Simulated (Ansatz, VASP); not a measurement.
**Te2Mo in VASP and in Ansatz**

POSCAR

```
Te2Mo
1.0
    3.5602328140      0.0000000000      0.0000000000
   -1.7801164070      3.0832520603      0.0000000000
    0.0000000000      0.0000000000     17.5240578200
Te Mo
2 1
Direct
    0.3333333333      0.6666666667      0.1021445500
    0.3333333333      0.6666666667      0.8978554500
    0.0000000000      0.0000000000      0.0000000000
```

INCAR.step1

```
ALGO     = Normal         # electronic algorithm
EDIFF    = 1E-5           # SCF threshold, eV
ENCUT    = 520            # plane-wave cutoff, eV
GGA      = PE             # functional
ISIF     = 2              # what is computed and relaxed
ISMEAR   = -1             # smearing method
LASPH    = T              # aspherical terms in the spheres
LCHARG   = F              # write CHGCAR
LREAL    = F              # projectors in reciprocal space
LUSENCCL = F            
LWAVE    = T              # write WAVECAR
NBANDS   = 20             # bands
NELM     = 60             # most SCF steps
PREC     = Accurate       # precision mode
SIGMA    = 0.05           # smearing width, eV
```

The input INCAR.step2:

```
AEXX     = 0.25           # exact-exchange fraction
ALGO     = Normal         # electronic algorithm
EDIFF    = 1E-6           # SCF threshold, eV
ENCUT    = 520            # plane-wave cutoff, eV
GGA      = PE             # functional
ISIF     = 2              # what is computed and relaxed
ISMEAR   = -1             # smearing method
ISTART   = 1            
LASPH    = T              # aspherical terms in the spheres
LCHARG   = F              # write CHGCAR
LHFCALC  = T              # exact exchange
LREAL    = F              # projectors in reciprocal space
LUSENCCL = F            
LWAVE    = F              # write WAVECAR
NBANDS   = 20             # bands
NELM     = 60             # most SCF steps
PREC     = Accurate       # precision mode
PRECFOCK = Normal       
SIGMA    = 0.05           # smearing width, eV
```

The input KPOINTS:

```
k-points
0
Gamma
  6 6 2
```

The input input:

```
crystal:
  lattice:
    - [3.560232814, 0.0, 0.0]
    - [-1.780116407, 3.0832520603, 0.0]
    - [0.0, 0.0, 17.52405782]
  atoms:
    - { symbol: Te, position: [0.3333333333, 0.6666666667, 0.10214455] }
    - { symbol: Te, position: [0.3333333333, 0.6666666667, 0.89785545] }
    - { symbol: Mo, position: [0.0, 0.0, 0.0] }
hamiltonian:
  xc: pbe0
  pseudopotentials: { kind: paw }
kpoints:
  mp_grid: { grid: [6, 6, 2] }
  band_path:
    path:
      - [[0.0, 0.0, 0.0], [0.5, 0.0, 0.0], [0.3333333333, 0.3333333333, 0.0], [0.0, 0.0, 0.0], [0.0, 0.0, 0.5], [0.5, 0.0, 0.5], [0.3333333333, 0.3333333333, 0.5], [0.0, 0.0, 0.5]]
      - [[0.5, 0.0, 0.5], [0.5, 0.0, 0.0]]
      - [[0.3333333333, 0.3333333333, 0.0], [0.3333333333, 0.3333333333, 0.5]]
    npoints: 4
scf:
  occupations: { method: fermi_dirac, width: 0.05 }
  n_extra_bands: 7
output:
  forces: true
  stress: true
  eigenvalues: true
  fatbands: false
```

Alike in both runs: functional PBE0; k mesh 6 × 6 × 2; occupations fermi-dirac, width 0.05 eV; no spin polarisation.

```csv
,VASP,Ansatz
version,VASP 6.6.1,Ansatz 0.2.0
potentials or method,"VASP PAW PBE potentials, release 64 (Te, Mo_sv)",Ansatz PAW
plane-wave cutoff (eV),520,420
valence electrons in the cell,26,46
task,single point,band structure
```

```csv
,VASP,Ansatz,Ansatz less VASP
gap on the k mesh at the Fermi level (eV),2.13,2.11,-0.026
least direct gap on the mesh (eV),2.13,2.11,-0.026
rms of the force components (eV/Å),0.148,0.136,-0.0115
```

Atom by atom the forces differ by 0.012 eV/Å (rms over components). With one functional, cell and mesh, what is left measures potentials, basis and numerics. VASP's potentials hold 26 valence electrons a cell and Ansatz's 46, so a difference there can come from the potentials and not from the codes.

Spin-orbit coupling is off throughout.
